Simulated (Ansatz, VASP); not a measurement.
SnC2: VASP beside Ansatz

```
Sn C
1.0
     4.01892    0.00000    0.00000
    -2.00946    3.48048    0.00000
     0.00000    0.00000    8.08888
Sn C
2 4
Direct
  0.00000 0.00000 0.00000
  0.00000 0.00000 0.50000
  0.33333 0.66667 0.02916
  0.66667 0.33333 0.52916
  0.66667 0.33333 0.97084
  0.33333 0.66667 0.47084
```

Alike in both runs: task relaxation of cell and atoms; functional PBE; k mesh 5 × 5 × 2; occupations gaussian, width 0.2 eV; no spin polarisation.

|  | VASP | Ansatz |
| --- | --- | --- |
| version | VASP 6.6.1 | Ansatz 0.2.0 |
| potentials or method | VASP PAW PBE potentials, release 64 (Sn_d, C), cutoff 600 eV | scalar-relativistic, plane waves, PAW |
| valence electrons in the cell | 44 | 44 |

|  | VASP | Ansatz | Ansatz less VASP |
| --- | --- | --- | --- |
| gap on the k mesh at the Fermi level, each at its own relaxed structure (eV) | none | none | - |
| relaxed volume (Å³/atom) | 18.62 | 19.16 | +0.539 |
| relaxed length of the cell vector where the two differ most in proportion (Å) | 8.043 | 8.272 | +0.2292 |

A gap of «none» marks a metal or a gap that the smearing closes.

The k mesh is coarse, so the values compare programs but aren't converged. Noted on VASP's run: too few bands were computed for a metal, which touches its energy and stress.
